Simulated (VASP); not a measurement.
# YbC (Pm-3m) in VASP: settings compared, part 2 of 2

VASP 6.6.1.

## Step 3: Single point, PBE, collinear spin, ferromagnetic start

This run uses another cell than the first one, of 12.68 Å³/atom.

Input file INCAR:

```
ALGO     = Normal         # electronic algorithm
EDIFF    = 1E-6           # SCF threshold, eV
ENCUT    = 520            # plane-wave cutoff, eV
GGA      = PE             # functional
ISIF     = 2              # what is computed and relaxed
ISMEAR   = 0              # smearing method
ISPIN    = 2              # spin polarisation
LASPH    = True           # aspherical terms in the spheres
LCHARG   = False          # write CHGCAR
LMAXMIX  = 6              # l up to which the mixer works
LORBIT   = 11             # projections on sites
LREAL    = False          # projectors in reciprocal space
LWAVE    = False          # write WAVECAR
MAGMOM   = 1 0            # initial moments
NBANDS   = 25             # bands
NELM     = 150            # most SCF steps
PREC     = Accurate       # precision mode
SIGMA    = 0.05           # smearing width, eV
```

Input file KPOINTS:

```
k-points
0
Gamma
  6 6 6
```

Input file POSCAR:

```
YbC
1.0
    2.9381447575      0.0000000000      0.0000000000
    0.0000000000      2.9381447575      0.0000000000
    0.0000000000      0.0000000000      2.9381447575
Yb C
1 1
Direct
    0.0000000000      0.0000000000      0.0000000000
    0.5000000000      0.5000000000      0.5000000000
```

Potentials or basis: VASP PAW PBE potentials, release 64 (Yb, C).

The run is started by

```bash
$ cat potpaw_PBE.64/Yb/POTCAR potpaw_PBE.64/C/POTCAR > POTCAR
$ mpirun -np 1 vasp_std > vasp.out
```

OUTCAR:

```text
EDIFF = 1E-6
   ENCUT = 520
   GGA = PE
   ISIF = 2
   ISMEAR = 0
   ISPIN = 2
   LASPH = True
   LORBIT = 11
   LREAL = False
   NELM = 150
   PREC = Accurate

 ion  position               nearest neighbor table
   1  0.000  0.000  0.000-   2 2.54   2 2.54   2 2.54   2 2.54   2 2.54   2 2.54   2 2.54   2 2.54

   2  0.500  0.500  0.500-   1 2.54   1 2.54   1 2.54   1 2.54   1 2.54   1 2.54   1 2.54   1 2.54

  LATTYP: Found a simple cubic cell.
 ALAT       =     2.9381447575

  Lattice vectors:

 A1 = (   2.9381447575,   0.0000000000,   0.0000000000)
 A2 = (   0.0000000000,   2.9381447575,   0.0000000000)
 A3 = (   0.0000000000,   0.0000000000,   2.9381447575)

Analysis of symmetry for initial positions (statically):
=====================================================================
 Subroutine PRICEL returns:
 Original cell was already a primitive cell.

 Routine SETGRP: Setting up the symmetry group for a
 simple cubic supercell.

 Subroutine GETGRP returns: Found 48 space group operations
 (whereof 48 operations were pure point group operations)
 out of a pool of 48 trial point group operations.

The static configuration has the point symmetry O_h .

Analysis of symmetry for dynamics (positions and initial velocities):
=====================================================================
 Subroutine PRICEL returns:
 Original cell was already a primitive cell.

 Routine SETGRP: Setting up the symmetry group for a
 simple cubic supercell.

 Subroutine GETGRP returns: Found 48 space group operations
 (whereof 48 operations were pure point group operations)
 out of a pool of 48 trial point group operations.

The dynamic configuration has the point symmetry O_h .

Analysis of structural, dynamic, and magnetic symmetry:
[... 150 lines left out ...]
  ---------------------------------------------------
  ext. energy  EPLUGINS =         0.00000000
  ---------------------------------------------------
  free energy    TOTEN  =       -11.31993534 eV

  energy without entropy =      -11.31718635  energy(sigma->0) =      -11.31856085

 E-fermi :   4.2475     XC(G=0): -12.8707

 val. band max:        4.2275243846   @ k =   0.5000   0.0000   0.0000
 cond. band min:       4.2679187909   @ k =   0.3333   0.3333   0.3333
 fundamental gap:      0.0403944063
 Fermi energy:         4.2475181641

 spin component 1

 k-point     1 :       0.0000    0.0000    0.0000
  band No.  band energies     occupation
      1     -46.9428      1.00000
      2     -18.5612      1.00000
      3     -18.5612      1.00000
      4     -18.5612      1.00000
      5      -7.4127      1.00000
      6       3.4683      1.00000
[... 549 lines left out ...]
     24      24.1347      0.00000
     25      31.4996      0.00000
 Fermi energy:         4.2475181641

 spin component 2

 k-point     1 :       0.0000    0.0000    0.0000
  band No.  band energies     occupation
      1     -46.9717      1.00000
      2     -18.5807      1.00000
      3     -18.5807      1.00000
      4     -18.5807      1.00000
      5      -7.4132      1.00000
      6       3.4244      1.00000
[... 549 lines left out ...]
     24      24.1239      0.00000
     25      31.4876      0.00000

------------------------ aborting loop because EDIFF is reached ----------------------------------------

  FORCE on cell =-STRESS in cart. coord.  units (eV):
  Direction    XX          YY          ZZ          XY          YZ          ZX
  --------------------------------------------------------------------------------------
  -------------------------------------------------------------------------------------
  Total        2.3210070      2.3210070      2.3210070      0.0000000     -0.0000000      0.0000000
  in kB      146.6113054    146.6113054    146.6113054      0.0000000     -0.0000000      0.0000000
  external PRESSURE =     146.6113054 kB  Pullay stress =       0.0000000 kB

 VOLUME and BASIS-vectors are now :
 -----------------------------------------------------------------------------
  energy-cutoff  :      520.00
  volume of cell :       25.36
      direct lattice vectors                 reciprocal lattice vectors
     2.938144757  0.000000000  0.000000000     0.340350828  0.000000000  0.000000000
     0.000000000  2.938144757  0.000000000     0.000000000  0.340350828  0.000000000
     0.000000000  0.000000000  2.938144757     0.000000000  0.000000000  0.340350828

 POSITION                                       TOTAL-FORCE (eV/Angst)
 -----------------------------------------------------------------------------------
      0.00000      0.00000      0.00000         0.000000      0.000000      0.000000
      1.46907      1.46907      1.46907         0.000000      0.000000      0.000000
 -----------------------------------------------------------------------------------
    total drift:                                0.000000      0.000000      0.000000

  FREE ENERGIE OF THE ION-ELECTRON SYSTEM (eV)
  ---------------------------------------------------
  free  energy   TOTEN  =       -11.3199353433 eV

  energy  without entropy=      -11.3171863488  energy(sigma->0) =      -11.31856085

 total charge

# of ion       s       p       d       f       tot
--------------------------------------------------
    1        2.182   6.161   0.686  13.423  22.452
    2        0.907   1.351   0.000   0.000   2.258
--------------------------------------------------
tot          3.089   7.512   0.686  13.423  24.710

 magnetization (x)

# of ion       s       p       d       f       tot
--------------------------------------------------
    1        0.000   0.001   0.000  -0.068  -0.067
    2       -0.002   0.002   0.000   0.000  -0.000
--------------------------------------------------
tot         -0.002   0.002   0.000  -0.068  -0.067
```

stdout:

```text
POSCAR found type information on POSCAR YbC
 POSCAR found :  2 types and       2 ions
 scaLAPACK will be used
 LDA part: xc-table for (Slater+PW92), standard interpolation
 POSCAR, INCAR and KPOINTS ok, starting setup
 FFT: planning ... GRIDC
 FFT: planning ... GRID_SOFT
 FFT: planning ... GRID
 WAVECAR not read
 entering main loop
```

It took 49 s on 1 thread of Oxide Virtual Turin-like, shared host; peak memory 0.14 GiB.

What came out:

| Quantity | Value |
| --- | --- |
| Free energy | -11.3199 eV |
| Pressure | 14.7 GPa |
| Net moment | -0.07 μB per cell |
| Site moments | Yb -0.07; C -0.00 μB |
| Valence electrons inside the program's atomic spheres | Yb 22.45; C 2.26 |

Caveat: the cell stands under pressure; spin-orbit coupling is left out, which moves the levels of the heavy elements. The state reached can hang on the start; a lower one may exist.

## Step 4: Single point, PBE, collinear spin (13.82 Å³/atom)

This run uses another cell than the first one, of 13.82 Å³/atom.

Input file INCAR:

```
PREC = Accurate
ENCUT = 520
EDIFF = 1E-6
ISMEAR = 0
SIGMA = 0.05
LREAL = F
LASPH = T
NELM = 150
ALGO = Fast
ISIF = 2
LWAVE = F
LCHARG = T
ISPIN = 2
MAGMOM = 0.07 0
LORBIT = 11
LMAXMIX = 6
GGA = PE
LELF = T
LVHAR = T
NBANDS = 25
```

Input file KPOINTS:

```
Automatic mesh
0
Gamma
  6 6 6
```

Input file POSCAR:

```
YbC
1.0
    3.0231937585      0.0000000000      0.0000000000
    0.0000000000      3.0231937585      0.0000000000
    0.0000000000      0.0000000000      3.0231937585
Yb C
1 1
Direct
    0.0000000000      0.0000000000      0.0000000000
    0.5000000000      0.5000000000      0.5000000000
```

The run is started by

```bash
$ cat potpaw_PBE.64/Yb/POTCAR potpaw_PBE.64/C/POTCAR > POTCAR
$ mpirun -np 1 vasp_std > vasp.out
```

Wall time 1.7 min (1 thread of Oxide Virtual Turin-like, shared host); peak memory 0.14 GiB.

Results (log left out):

```yaml
Free_energy: -11.4297 eV
Pressure: 2.0 GPa
Net_moment: 0.08 μB per cell
Site_moments: Yb +0.09; C -0.00 μB
Valence_electrons_inside_the_program's_atomic_spheres: Yb 22.31; C 2.22
```

Levels at points of the mesh, in eV from the Fermi level:
Spin up:
```tsv
k point	band 10	band 11	band 12	band 13	band 14	band 15	band 16	band 17	band 18	band 19
(0.00, 0.00, 0.00)	-0.59	-0.59	-0.59	1.39	1.73	1.75	1.82	1.92	6.72	8.93
(0.50, 0.00, 0.00)	-0.55	-0.55	-0.38	-0.38	0.08	0.08	2.11	8.41	9.61	9.73
(0.50, 0.50, 0.00)	-0.54	-0.43	-0.36	-0.24	-0.24	1.44	2.30	5.69	5.69	6.00
(0.50, 0.50, 0.50)	-0.54	-0.54	-0.45	-0.45	-0.45	-0.44	10.33	10.33	10.33	10.47
```
Spin down:
| k point | band 12 | band 13 | band 14 | band 15 | band 16 | band 17 |
| --- | --- | --- | --- | --- | --- | --- |
| (0.00, 0.00, 0.00) | -0.41 | 0.77 | 1.73 | 1.77 | 1.78 | 1.80 |
| (0.50, 0.00, 0.00) | -0.32 | -0.32 | 0.08 | 0.08 | 2.11 | 8.41 |
| (0.50, 0.50, 0.00) | -0.29 | -0.21 | -0.21 | 1.44 | 2.32 | 5.70 |
| (0.50, 0.50, 0.50) | -0.41 | -0.41 | -0.41 | -0.27 | 10.34 | 10.34 |

Caveat: spin-orbit coupling is left out, which moves the levels of the heavy elements.

## Step 5: Single point, PBE, collinear spin (14.05 Å³/atom)

This run uses another cell than the first one, of 14.05 Å³/atom.

Input file INCAR:

```
PREC     = Accurate       # precision mode
ENCUT    = 520            # plane-wave cutoff, eV
EDIFF    = 1E-6           # SCF threshold, eV
ISMEAR   = 0              # smearing method
SIGMA    = 0.05           # smearing width, eV
LREAL    = False          # projectors in reciprocal space
LASPH    = True           # aspherical terms in the spheres
NELM     = 150            # most SCF steps
ALGO     = Normal         # electronic algorithm
ISIF     = 2              # what is computed and relaxed
LWAVE    = False          # write WAVECAR
LCHARG   = False          # write CHGCAR
ISPIN    = 2              # spin polarisation
MAGMOM   = 0.1 0          # initial moments
LORBIT   = 11             # projections on sites
LMAXMIX  = 6              # l up to which the mixer works
GGA      = PE             # functional
NBANDS   = 25             # bands
```

Input file KPOINTS:

```
regular mesh
0
Gamma
  6 6 6
```

Input file POSCAR:

```
YbC
1.0
    3.0399192141      0.0000000000      0.0000000000
    0.0000000000      3.0399192141      0.0000000000
    0.0000000000      0.0000000000      3.0399192141
Yb C
1 1
Direct
    0.0000000000      0.0000000000      0.0000000000
    0.5000000000      0.5000000000      0.5000000000
```

The run is started by

```bash
$ cat potpaw_PBE.64/Yb/POTCAR potpaw_PBE.64/C/POTCAR > POTCAR
$ mpirun -np 1 vasp_std > vasp.out
```

Run time: 51 s. Hardware: 1 thread of Oxide Virtual Turin-like, shared host; peak memory 0.14 GiB.

It converged, with:

```
Free energy                                           : -11.4331 eV
Pressure                                              : -0.4 GPa
Net moment                                            : 0.08 μB per cell
Site moments                                          : Yb +0.08; C +0.00 μB
Valence electrons inside the program's atomic spheres : Yb 22.29; C 2.21
```

Levels at points of the mesh, in eV from the Fermi level:
Spin up:
```tsv
k point	band 11	band 12	band 13	band 14	band 15	band 16	band 17	band 18
(0.00, 0.00, 0.00)	-0.57	-0.56	0.81	0.81	1.67	1.67	1.67	6.47
(0.50, 0.00, 0.00)	-0.53	-0.37	-0.37	0.10	0.10	2.14	8.30	9.51
(0.50, 0.50, 0.00)	-0.42	-0.34	-0.24	-0.24	1.44	2.27	5.67	5.67
(0.50, 0.50, 0.50)	-0.52	-0.44	-0.44	-0.44	-0.42	10.16	10.16	10.16
```
Spin down:
```tsv
k point	band 10	band 11	band 12	band 13	band 14	band 15	band 16	band 17	band 18	band 19
(0.00, 0.00, 0.00)	-0.53	-0.53	-0.41	0.81	0.81	1.68	1.68	1.68	6.48	8.85
(0.50, 0.00, 0.00)	-0.49	-0.45	-0.31	-0.31	0.10	0.10	2.14	8.30	9.52	9.61
(0.50, 0.50, 0.00)	-0.47	-0.38	-0.28	-0.21	-0.21	1.44	2.29	5.67	5.67	5.92
(0.50, 0.50, 0.50)	-0.46	-0.46	-0.40	-0.40	-0.40	-0.27	10.16	10.16	10.16	10.33
```

Caveat: spin-orbit coupling is left out, which moves the levels of the heavy elements.

## Step 6: The runs side by side

```tsv
level	spin	cell	k mesh	gap on the mesh (eV)	pressure (GPa)	moment (μB)
r2SCAN	collinear, ferromagnetic start	a = 3.062 Å, 2 atoms	12 × 12 × 12	none	-4.4	0.00
PBE	collinear, ferromagnetic start	a = 2.938 Å, 2 atoms	6 × 6 × 6	none	14.7	0.07
PBE	collinear	a = 3.023 Å, 2 atoms	6 × 6 × 6	none	2.0	0.08
PBE	collinear	a = 3.040 Å, 2 atoms	6 × 6 × 6	none	-0.4	0.08
```

Alike in all rows: task single point; potentials or basis VASP PAW PBE potentials, release 64 (Yb, C); cutoff (eV) 520; smearing gaussian 0.05 eV.

Caveats: spin-orbit coupling is left out, which moves the levels of the heavy elements; the cell stands under tension (at least some runs); the PAW data sets were made with another functional, which shifts forces and pressure a little (at least some runs); the cell stands under pressure (at least some runs).

Total energies depend on the potentials used, so only differences within one code and one set of settings carry meaning.

The gap in the log of VASP goes by the Fermi energy; the results here count the filled bands.